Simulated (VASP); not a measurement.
# Tl3ICl2 in VASP: further runs

Runs on Tl3ICl2. Level: PBE. Tasks: single point.

Program: VASP 6.6.1. These are calculated values, not measurements. Logs are shortened: lines on timing, memory, paths and dates and some standing lists are left out, and cuts for length are marked.

### Step 1. The cell of the first run

The structure is hexagonal, space group P6/mmm (No. 191). The conventional cell has a = 7.686 Å, b = 7.686 Å, c = 4.405 Å, α = 90.00°, β = 90.00°, γ = 120.00°. Tl (site symmetry mmm) has 4 Cl at 3.13 Å and 4 Tl at 3.84 Å within 4.1 Å. Within 5.8 Å of I (site symmetry 6/mmm) lie 2 I at 4.40 Å and 12 Tl at 4.43 Å and 6 Cl at 4.44 Å. Cl (site symmetry -6m2) has 6 Tl at 3.13 Å within 4.1 Å.

The cell was generated, and may not be a known phase.

### Step 2. Single point, PBE

File INCAR:

```
PREC = Accurate ; ENCUT = 500
EDIFF = 1E-6 ; ISMEAR = 0
SIGMA = 0.15 ; LREAL = False
LASPH = True ; NELM = 120
ALGO = Normal ; ISIF = 2
LWAVE = False ; LCHARG = False
GGA = PE ; NBANDS = 39
GGA_COMPAT = False
```

File KPOINTS:

```
Automatic mesh
0
Gamma
  2 2 3
```

File POSCAR:

```
Tl3ICl2
1.0
    7.6861944407     -0.0000000030      0.0000000000
   -3.8430972177      6.6564396455      0.0000000000
    0.0000000000      0.0000000000      4.4047064288
Tl I Cl
3 1 2
Direct
    0.5000000000      0.0000000000      0.5000000000
    0.5000000000      0.5000000000      0.5000000000
    0.0000000000      0.5000000000      0.5000000000
    0.0000000000      0.0000000000      0.0000000000
    0.3333333333      0.6666666667      0.0000000000
    0.6666666667      0.3333333333      0.0000000000
```

Potentials or basis: VASP PAW PBE potentials, release 64 (Tl_d, I, Cl).

Started as:

```
> cat potpaw_PBE.64/Tl_d/POTCAR potpaw_PBE.64/I/POTCAR potpaw_PBE.64/Cl/POTCAR > POTCAR
> mpirun -np 1 vasp_std > vasp.out
```

OUTCAR:

```text
PREC = Accurate
   ENCUT = 500
   EDIFF = 1E-6
   ISMEAR = 0
   LREAL = False
   LASPH = True
   NELM = 120
   ISIF = 2
   GGA = PE

 ion  position               nearest neighbor table
   1  0.500  0.000  0.500-   5 3.13   6 3.13   5 3.13   6 3.13   2 3.84   2 3.84   3 3.84   3 3.84

   2  0.500  0.500  0.500-   5 3.13   6 3.13   5 3.13   6 3.13   1 3.84   1 3.84   3 3.84   3 3.84

   3  0.000  0.500  0.500-   5 3.13   6 3.13   5 3.13   6 3.13   1 3.84   1 3.84   2 3.84   2 3.84

   4  0.000  0.000  0.000-
   5  0.333  0.667  0.000-   1 3.13   1 3.13   3 3.13   3 3.13   2 3.13   2 3.13
   6  0.667  0.333  0.000-   1 3.13   1 3.13   3 3.13   3 3.13   2 3.13   2 3.13

  LATTYP: Found a hexagonal cell.
 ALAT       =     7.6861944407
 C/A-ratio  =     0.5730672653

  Lattice vectors:

 A1 = (   7.6861944407,  -0.0000000030,   0.0000000000)
 A2 = (  -3.8430972177,   6.6564396455,   0.0000000000)
 A3 = (   0.0000000000,   0.0000000000,   4.4047064288)

Analysis of symmetry for initial positions (statically):
=====================================================================
 Subroutine PRICEL returns:
 Original cell was already a primitive cell.

 Routine SETGRP: Setting up the symmetry group for a
 hexagonal supercell.

 Subroutine GETGRP returns: Found 24 space group operations
 (whereof 24 operations were pure point group operations)
 out of a pool of 24 trial point group operations.

The static configuration has the point symmetry D_6h.

Analysis of symmetry for dynamics (positions and initial velocities):
=====================================================================
 Subroutine PRICEL returns:
 Original cell was already a primitive cell.

 Routine SETGRP: Setting up the symmetry group for a
 hexagonal supercell.

 Subroutine GETGRP returns: Found 24 space group operations
 (whereof 24 operations were pure point group operations)
 out of a pool of 24 trial point group operations.

The dynamic configuration has the point symmetry D_6h.

 Subroutine INISYM returns: Found 24 space group operations
 (whereof 24 operations are pure point group operations),
 and found     1 'primitive' translations

----------------------------------------------------------------------------------------

                                     Primitive cell

  volume of cell :     225.3566

  direct lattice vectors                    reciprocal lattice vectors
     7.686194441 -0.000000003  0.000000000     0.130103396  0.075115231  0.000000000
    -3.843097218  6.656439645  0.000000000     0.000000000  0.150230462  0.000000000
     0.000000000  0.000000000  4.404706429     0.000000000  0.000000000  0.227029886

  length of vectors
     7.686194441  7.686194441  4.404706429     0.150230462  0.150230462  0.227029886

  position of ions in fractional coordinates (direct lattice)
     0.500000000  1.000000000  0.500000000
     0.500000000  0.500000000  0.500000000
     0.000000000  0.500000000  0.500000000
     0.000000000  0.000000000  0.000000000
     0.333333333  0.666666667  0.000000000
     0.666666667  0.333333333  0.000000000

  ion indices of the primitive-cell ions
   primitive index   ion index
                 1           1
                 2           2
                 3           3
                 4           4
                 5           5
                 6           6

----------------------------------------------------------------------------------------

 KPOINTS: Automatic mesh

Automatic generation of k-mesh.
 Grid dimensions read from file:
 generate k-points for:    2    2    3

 Generating k-lattice:

  Cartesian coordinates                     Fractional coordinates (reciprocal lattice)
     0.065051698  0.037557615  0.000000000     0.500000000  0.000000000  0.000000000
     0.000000000  0.075115231  0.000000000    -0.000000000  0.500000000  0.000000000
     0.000000000  0.000000000  0.075676629     0.000000000  0.000000000  0.333333333

  Length of vectors
     0.075115231  0.075115231  0.075676629

  Shift w.r.t. Gamma in fractional coordinates (k-lattice)
     0.000000000  0.000000000  0.000000000

 Subroutine IBZKPT returns following result:
 ===========================================

 Found      4 irreducible k-points:

 Following reciprocal coordinates:
            Coordinates               Weight
  0.000000  0.000000  0.000000      1.000000
  0.500000  0.000000  0.000000      3.000000
  0.000000  0.000000  0.333333      2.000000
  0.500000  0.000000  0.333333      6.000000
   k-points           NKPTS =      4   k-points in BZ     NKDIM =      4   number of bands    NBANDS=     39
   number of dos      NEDOS =    301   number of ions     NIONS =      6
   total plane-waves  NPLWV = 100352
   dimension x,y,z NGX =    56 NGY =   56 NGZ =   32
   dimension x,y,z NGXF=   112 NGYF=  112 NGZF=   64
   ions per type =               3   1   2
   NGX,Y,Z   is equivalent  to a cutoff of  12.11, 12.11, 12.08 a.u.
   NGXF,Y,Z  is equivalent  to a cutoff of  24.22, 24.22, 24.16 a.u.
 SYSTEM =  unknown system
   PREC   = accura    normal or accurate (medium, high low for compatibility)
   ISTART =      0    job   : 0-new  1-cont  2-samecut
   ICHARG =      2    charge: 1-file 2-atom 10-const
   ISPIN  =      1    spin polarized calculation?
   LNONCOLLINEAR =      F non collinear calculations
   LSORBIT =      F    spin-orbit coupling
   LASPH  =      T    aspherical Exc in radial PAW
   ENCUT  =  500.0 eV  36.75 Ry    6.06 a.u.  14.01 14.01  8.03*2*pi/ulx,y,z
   NELM   =    120;   NELMIN=  2; NELMDL= -5     # of ELM steps
   EDIFF  = 0.1E-05   stopping-criterion for ELM
   LREAL  =      F    real-space projection
   EDIFFG = 0.1E-04   stopping-criterion for IOM
   NSW    =      0    number of steps for IOM
   IBRION =     -1    ionic relax: 0-MD 1-quasi-New 2-CG
   NFREE  =      0    steps in history (QN), initial steepest desc. (CG)
   ISIF   =      2    stress and relaxation
   ISYM   =      2    0-nonsym 1-usesym 2-fastsym
   POTIM  = 0.5000    time-step for ionic-motion
   TEBEG  =    0.0;   TEEND  =   0.0 temperature during run
   PSTRESS=    0.0 pullay stress
   NELECT =      60.0000    total number of electrons
   NUPDOWN=      -1.0000    fix difference up-down
   EMIN   =  10.00;   EMAX   =-10.00  energy-range for DOS
   EFERMI =   0.00;   METHOD = LEGACY
   ISMEAR =     0;   SIGMA  =   0.15  broadening in eV -4-tet -1-fermi 0-gaus
   EFERMI_NEDOS =   21; number of points for ismear=-14 and -15
   IALGO  =     38    algorithm
   IMIX   =      4    mixing-type and parameters
     AMIX     =   0.40;   BMIX     =  1.00
     AMIX_MAG =   1.60;   BMIX_MAG =  1.00
  volume/ion in A,a.u.               =      37.56       253.46
  Fermi-wavevector in a.u.,A,eV,Ry     =   1.053178  1.990218 15.091365  1.109184
  Thomas-Fermi vector in A             =   2.188290
   LORBIT       =      0    0 simple, 1 ext, 2 COOP (PROOUT), +10 PAW based schemes
   GGA     = PE    functional components
   LHFCALC =     F    Hartree Fock is set to
   AEXX    =    0.0000 exact exchange contribution
   IVDW    =     0    specifies the selected vdW correction
   LEPSILON=     F    determine dielectric tensor
   LRPA    =     F    only Hartree local field effects (RPA)
 non-spin polarized calculation
 Gauss-broadening in eV      SIGMA  =   0.15
  energy-cutoff  :      500.00
  volume of cell :      225.36
 maximum number of plane-waves:      5726
   NGX = 29   NGY = 29   NGZ = 17

 number of electron      60.0000002 magnetization

 Free energy of the ion-electron system (eV)
  ---------------------------------------------------
  ext. energy  EPLUGINS =         0.00000000
  ---------------------------------------------------
  free energy    TOTEN  =       -16.25867460 eV

  energy without entropy =      -16.25811284  energy(sigma->0) =      -16.25839372

 E-fermi :   2.6529     XC(G=0):  -8.0371

 val. band max:        2.3337259397   @ k =   0.5000   0.0000   0.0000
 cond. band min:       2.9251045834   @ k =   0.0000   0.0000   0.0000
 fundamental gap:      0.5913786437
 Fermi energy:         2.6529271035

 k-point     1 :       0.0000    0.0000    0.0000
  band No.  band energies     occupation
      1     -12.7707      2.00000
      2     -12.6084      2.00000
      3      -8.8686      2.00000
      4      -8.8686      2.00000
      5      -8.8681      2.00000
      6      -8.8183      2.00000
[... 31 lines left out ...]
     38       7.9835      0.00000
     39       8.7455      0.00000

 k-point     2 :       0.5000    0.0000    0.0000
  band No.  band energies     occupation
      1     -12.7175      2.00000
      2     -12.6636      2.00000
      3      -8.8655      2.00000
      4      -8.7830      2.00000
      5      -8.7781      2.00000
      6      -8.7727      2.00000
[... 31 lines left out ...]
     38       7.3704      0.00000
     39       8.7121      0.00000

 k-point     3 :       0.0000    0.0000    0.3333
  band No.  band energies     occupation
      1     -12.6545      2.00000
      2     -12.6359      2.00000
      3      -8.8985      2.00000
      4      -8.8638      2.00000
      5      -8.8638      2.00000
      6      -8.7464      2.00000
[... 31 lines left out ...]
     38       8.0994      0.00000
     39       8.0994      0.00000

 k-point     4 :       0.5000    0.0000    0.3333
  band No.  band energies     occupation
      1     -12.6475      2.00000
      2     -12.6415      2.00000
      3      -8.8693      2.00000
      4      -8.8129      2.00000
      5      -8.7785      2.00000
      6      -8.7751      2.00000
[... 31 lines left out ...]
     38       6.7295      0.00000
     39       7.9527      0.00000

------------------------ aborting loop because EDIFF is reached ----------------------------------------

  FORCE on cell =-STRESS in cart. coord.  units (eV):
  Direction    XX          YY          ZZ          XY          YZ          ZX
  --------------------------------------------------------------------------------------
  -------------------------------------------------------------------------------------
  Total        0.8266380      0.8266380      1.0337687      0.0000000      0.0000000     -0.0000000
  in kB        5.8769992      5.8769992      7.3495988      0.0000000      0.0000000     -0.0000000
  external PRESSURE =       6.3678658 kB  Pullay stress =       0.0000000 kB

 VOLUME and BASIS-vectors are now :
 -----------------------------------------------------------------------------
  energy-cutoff  :      500.00
  volume of cell :      225.36
      direct lattice vectors                 reciprocal lattice vectors
     7.686194441 -0.000000003  0.000000000     0.130103396  0.075115231  0.000000000
    -3.843097218  6.656439645  0.000000000     0.000000000  0.150230462  0.000000000
     0.000000000  0.000000000  4.404706429     0.000000000  0.000000000  0.227029886

 POSITION                                       TOTAL-FORCE (eV/Angst)
 -----------------------------------------------------------------------------------
      3.84310     -0.00000      2.20235         0.000000     -0.000000      0.000000
      1.92155      3.32822      2.20235        -0.000000     -0.000000      0.000000
     -1.92155      3.32822      2.20235         0.000000     -0.000000      0.000000
      0.00000      0.00000      0.00000         0.000000     -0.000000      0.000000
      0.00000      4.43763      0.00000         0.000000     -0.000000      0.000000
      3.84310      2.21881      0.00000        -0.000000      0.000000     -0.000000
 -----------------------------------------------------------------------------------
    total drift:                               -0.000000      0.000000     -0.000000

  FREE ENERGIE OF THE ION-ELECTRON SYSTEM (eV)
  ---------------------------------------------------
  free  energy   TOTEN  =       -16.2586746025 eV

  energy  without entropy=      -16.2581128382  energy(sigma->0) =      -16.25839372
```

Run time: 89 s. Hardware: 1 thread of Intel Xeon 8259CL, shared host; peak memory 0.3 GiB.

What came out:

* Free energy: -16.2587 eV
* Pressure: 0.6 GPa
* Band gap on the k mesh: 0.59 eV

Levels at points of the mesh, in eV from the valence-band top:
| k point | band 26 | band 27 | band 28 | band 29 | band 30 | band 31 | band 32 | band 33 | band 34 | band 35 |
| --- | --- | --- | --- | --- | --- | --- | --- | --- | --- | --- |
| (0.00, 0.00, 0.00) | -1.49 | -1.49 | -1.14 | -1.14 | 0.00 | 0.59 | 2.53 | 2.53 | 4.35 | 4.35 |
| (0.50, 0.00, 0.00) | -2.46 | -1.54 | -1.02 | -0.77 | 0.00 | 1.44 | 2.48 | 3.13 | 3.13 | 3.79 |

Caveat: the k points lie up to 0.48 Å⁻¹ apart; spin-orbit coupling is left out, which moves the levels of the heavy elements.

[end of part 1 of 2]
